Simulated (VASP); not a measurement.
# GaN (F-43m) in VASP: vibrations by perturbation theory with PBE

Aim: the vibrations by perturbation theory of GaN with PBE.

Program: VASP 6.6.1. These are calculated values, not measurements. Logs are shortened: lines on timing, memory, paths and dates and some standing lists are left out, and cuts for length are marked.

### Step 1. The cell of the first run

Symmetry: F-43m, No. 216, cubic system. Conventional cell: a = 4.549 Å, b = 4.549 Å, c = 4.549 Å, α = 90.00°, β = 90.00°, γ = 90.00°. Ga (site symmetry -43m) has 4 N at 1.97 Å within 2.6 Å. Within 2.6 Å of N (site symmetry -43m) lie 4 Ga at 1.97 Å.

### Step 2. Vibrations by perturbation theory, PBE

INCAR

```
SYSTEM = GaN
PREC = Accurate
ENCUT = 520
EDIFF = 1E-8
ISMEAR = 0
SIGMA = 0.01
LREAL = .False.
LASPH = .True.
NELM = 60
ALGO = Normal
ISIF = 2
LWAVE = .False.
LCHARG = .False.
GGA = PE
NBANDS = 16
IBRION = 8
NSW = 1
LEPSILON = .True.
```

KPOINTS

```
regular mesh
0
Gamma
  12 12 12
  0 0 0
```

POSCAR

```
GaN
1.0
    0.0000000000      2.2742647269      2.2742647269
    2.2742647269      0.0000000000      2.2742647269
    2.2742647269      2.2742647269      0.0000000000
Ga N
1 1
Direct
    0.2500000000      0.2500000000      0.2500000000
    0.0000000000      0.0000000000      0.0000000000
```

Potentials or basis: VASP PAW PBE potentials, release 64 (Ga_d, N).

The run is started by

```bash
cat potpaw_PBE.64/Ga_d/POTCAR potpaw_PBE.64/N/POTCAR > POTCAR
mpirun -np 1 vasp_std > vasp.out
```

OUTCAR:

```text
SYSTEM = GaN
   PREC = Accurate
   ENCUT = 520
   EDIFF = 1E-8
   ISMEAR = 0
   LREAL = .False.
   LASPH = .True.
   NELM = 60
   ISIF = 2
   GGA = PE
   IBRION = 8
   NSW = 1
   LEPSILON = .True.

 ion  position               nearest neighbor table
   1  0.250  0.250  0.250-   2 1.97   2 1.97   2 1.97   2 1.97
   2  0.000  0.000  0.000-   1 1.97   1 1.97   1 1.97   1 1.97

  LATTYP: Found a face centered cubic cell.
 ALAT       =     4.5485294538

  Lattice vectors:

 A1 = (   0.0000000000,   2.2742647269,   2.2742647269)
 A2 = (   2.2742647269,   0.0000000000,   2.2742647269)
 A3 = (   2.2742647269,   2.2742647269,   0.0000000000)

Analysis of symmetry for initial positions (statically):
=====================================================================
 Subroutine PRICEL returns:
 Original cell was already a primitive cell.

 Routine SETGRP: Setting up the symmetry group for a
 face centered cubic supercell.

 Subroutine GETGRP returns: Found 24 space group operations
 (whereof 24 operations were pure point group operations)
 out of a pool of 48 trial point group operations.

The static configuration has the point symmetry T_d .

Analysis of symmetry for dynamics (positions and initial velocities):
=====================================================================
 Subroutine PRICEL returns:
 Original cell was already a primitive cell.

 Routine SETGRP: Setting up the symmetry group for a
 face centered cubic supercell.

 Subroutine GETGRP returns: Found 24 space group operations
 (whereof 24 operations were pure point group operations)
 out of a pool of 48 trial point group operations.

The dynamic configuration has the point symmetry T_d .

 Subroutine INISYM returns: Found 24 space group operations
 (whereof 24 operations are pure point group operations),
 and found     1 'primitive' translations

----------------------------------------------------------------------------------------

                                     Primitive cell

  volume of cell :      23.5263

  direct lattice vectors                    reciprocal lattice vectors
     0.000000000  2.274264727  2.274264727    -0.219851275  0.219851275  0.219851275
     2.274264727  0.000000000  2.274264727     0.219851275 -0.219851275  0.219851275
     2.274264727  2.274264727  0.000000000     0.219851275  0.219851275 -0.219851275

  length of vectors
     3.216296021  3.216296021  3.216296021     0.380793578  0.380793578  0.380793578

  position of ions in fractional coordinates (direct lattice)
     0.250000000  0.250000000  0.250000000
     0.000000000  0.000000000  0.000000000

  ion indices of the primitive-cell ions
   primitive index   ion index
                 1           1
                 2           2

----------------------------------------------------------------------------------------

 KPOINTS: regular mesh

Automatic generation of k-mesh.
 Grid dimensions read from file:
 generate k-points for:   12   12   12

 Generating k-lattice:

  Cartesian coordinates                     Fractional coordinates (reciprocal lattice)
[... 605 lines left out ...]
  ---------------------------------------------------
  ---------------------------------------------------
  free energy    TOTEN  =        -0.36250016 eV

  energy without entropy =       -0.36250016

------------------------ aborting loop because EDIFF is reached ----------------------------------------

--------------------------------------- Ionic step        2  -------------------------------------------

------------------------ aborting loop because EDIFF is reached ----------------------------------------

--------------------------------------- Ionic step        3  -------------------------------------------

------------------------ aborting loop because EDIFF is reached ----------------------------------------

 PIEZOELECTRIC TENSOR FIELD DIRECTION 3  (e Angst)
 -----------------------------------------------------------------------------
    -0.00093  1.52074  0.00000           ( -0.00000  0.09999  0.00000)
     1.52074 -0.00093  0.00000           (  0.09999 -0.00000  0.00000)
     0.00000  0.00000  0.00081           (  0.00000  0.00000 -0.00000)

 PIEZOELECTRIC TENSOR FIELD DIRECTION 3  (C/m^2)
 -----------------------------------------------------------------------------
    -0.00063  1.03565  0.00000
     1.03565 -0.00063  0.00000
     0.00000  0.00000  0.00055

--------------------------------------- Ionic step        4  -------------------------------------------

------------------------ aborting loop because EDIFF is reached ----------------------------------------

[... ionic steps 5 to 6 ...]

--------------------------------------- Ionic step        7  -------------------------------------------

 Free energy of the ion-electron system (eV)
  ---------------------------------------------------
  ---------------------------------------------------
  free energy    TOTEN  =        -0.23287998 eV

  energy without entropy =       -0.23287998

------------------------ aborting loop because EDIFF is reached ----------------------------------------

 INTERNAL STRAIN TENSOR  FOR ION    2  DIRECTION 1   (eV/Angst):
 -----------------------------------------------------------------------------
     0.00363  0.00000  0.00000
     0.00000 -0.00478  7.00996
     0.00000  7.00996 -0.00478

 MACROSCOPIC STATIC DIELECTRIC TENSOR (including local field effects in DFT)
 ------------------------------------------------------
           6.152027    -0.000000    -0.000000
           0.000000     6.152027    -0.000000
           0.000000     0.000000     6.152027
 ------------------------------------------------------

 PIEZOELECTRIC TENSOR (including local field effects)  for field in x, y, z        (e  Angst)
          XX          YY          ZZ          XY          YZ          ZX
  --------------------------------------------------------------------------------
  x    -0.00000     0.00000    -0.00000     0.00000     1.52136     0.00000
  y     0.00000    -0.00000     0.00000     0.00000     0.00000     1.52136
  z     0.00000    -0.00000    -0.00000     1.52136     0.00000     0.00000

 PIEZOELECTRIC TENSOR (including local field effects)  for field in x, y, z        (C/m^2)
          XX          YY          ZZ          XY          YZ          ZX
  --------------------------------------------------------------------------------
  x    -0.00000     0.00000    -0.00000     0.00000     1.03607     0.00000
  y     0.00000    -0.00000     0.00000     0.00000     0.00000     1.03607
  z     0.00000    -0.00000    -0.00000     1.03607     0.00000     0.00000

 BORN EFFECTIVE CHARGES (including local field effects) (in |e|, cummulative output)
 ---------------------------------------------------------------------------------
 ion    1
    1     2.68200     0.00000     0.00000
    2     0.00000     2.68200     0.00000
    3     0.00000    -0.00000     2.68200
 ion    2
    1    -2.68200     0.00000     0.00000
    2    -0.00000    -2.68200    -0.00000
    3    -0.00000     0.00000    -2.68200

 INTERNAL STRAIN TENSOR FOR ION    2 for displacements in x,y,z  (eV/Angst):
          X           Y           Z          XY          YZ          ZX
  --------------------------------------------------------------------------------
  x     0.00000    -0.00000    -0.00000     0.00000     7.00996     0.00000
  y     0.00000     0.00000     0.00000     0.00000     0.00000     7.00996
  z    -0.00000    -0.00000     0.00000     7.00996     0.00000     0.00000

 SECOND DERIVATIVES (NOT SYMMETRIZED)
 ------------------------------------
               1X          1Y          1Z          2X          2Y          2Z
  1X   -11.249341    0.000000    0.000000   11.249341    0.000000    0.000000
  1Y     0.000000  -11.249341    0.000000    0.000000   11.249341    0.000000
  1Z     0.000000    0.000000  -11.249341    0.000000    0.000000   11.249341
  2X    11.285124    0.000000    0.000000  -11.285124    0.000000    0.000000
  2Y     0.000000   11.285124    0.000000    0.000000  -11.285124    0.000000
  2Z     0.000000    0.000000   11.285124    0.000000    0.000000  -11.285124

 Eigenvectors and eigenvalues of the dynamical matrix
 ----------------------------------------------------

   1 f  =   15.376101 THz    96.610890 2PiTHz  512.891513 cm-1    63.590414 meV
             X         Y         Z           dx          dy          dz
      1.137132  1.137132  1.137132     0.000000    0.408395    0.000000
      0.000000  0.000000  0.000000     0.000000   -0.912805    0.000000
[... 21 lines left out ...]
   6 f/i=    0.009102 THz     0.057190 2PiTHz    0.303610 cm-1     0.037643 meV
             X         Y         Z           dx          dy          dz
      1.137132  1.137132  1.137132     0.000000    0.000000    0.912805
      0.000000  0.000000  0.000000     0.000000    0.000000    0.408395

--------------------------------------------------------------------------------------------------------

 MACROSCOPIC STATIC DIELECTRIC TENSOR IONIC CONTRIBUTION
 ------------------------------------------------------
           4.910341    -0.000000     0.000000
          -0.000000     4.910341    -0.000000
           0.000000    -0.000000     4.910341
 ------------------------------------------------------

 ELASTIC MODULI CONTR FROM IONIC RELAXATION (kBar)
 Direction    XX          YY          ZZ          XY          YZ          ZX
 --------------------------------------------------------------------------------
 XX          -0.0000     -0.0000     -0.0000      0.0000      0.0000     -0.0000
 YY          -0.0000     -0.0000     -0.0000      0.0000      0.0000     -0.0000
 ZZ          -0.0000     -0.0000     -0.0000     -0.0000      0.0000     -0.0000
 XY           0.0000      0.0000     -0.0000   -273.4796     -0.0000      0.0000
 YZ           0.0000      0.0000      0.0000     -0.0000   -273.4796      0.0000
 ZX          -0.0000     -0.0000     -0.0000      0.0000      0.0000   -273.4796
 --------------------------------------------------------------------------------

 PIEZOELECTRIC TENSOR IONIC CONTR  for field in x, y, z        (C/m^2)
          XX          YY          ZZ          XY          YZ          ZX
  --------------------------------------------------------------------------------
  x     0.00000     0.00000     0.00000    -0.00000    -1.09041     0.00000
  y    -0.00000    -0.00000    -0.00000     0.00000     0.00000    -1.09041
  z     0.00000     0.00000    -0.00000    -1.09041    -0.00000     0.00000
```

Wall time 3.8 min (1 thread of Intel Xeon 6975P-C (Granite Rapids), shared host); peak memory 0.37 GiB.

What came out:

* Electronic dielectric tensor (diagonal): 6.15
* Born charges (mean of the diagonal): Ga +2.68; N -2.68 e
* Highest phonon frequency at Γ, LO-TO splitting left out: 513 cm⁻¹

Phonon frequencies in cm⁻¹ (negative: imaginary):
| q point | frequencies |
| --- | --- |
| (0.000, 0.000, 0.000) | 0 0 0 513 513 513 |

Electronic dielectric tensor:
```
6.15 0.00 0.00
0.00 6.15 0.00
0.00 0.00 6.15
```

Born effective charge tensors (e):
atom 1, Ga
```
2.68 0.00 0.00
0.00 2.68 0.00
0.00 0.00 2.68
```
atom 2, N
```
-2.68  0.00  0.00
 0.00 -2.68  0.00
 0.00  0.00 -2.68
```
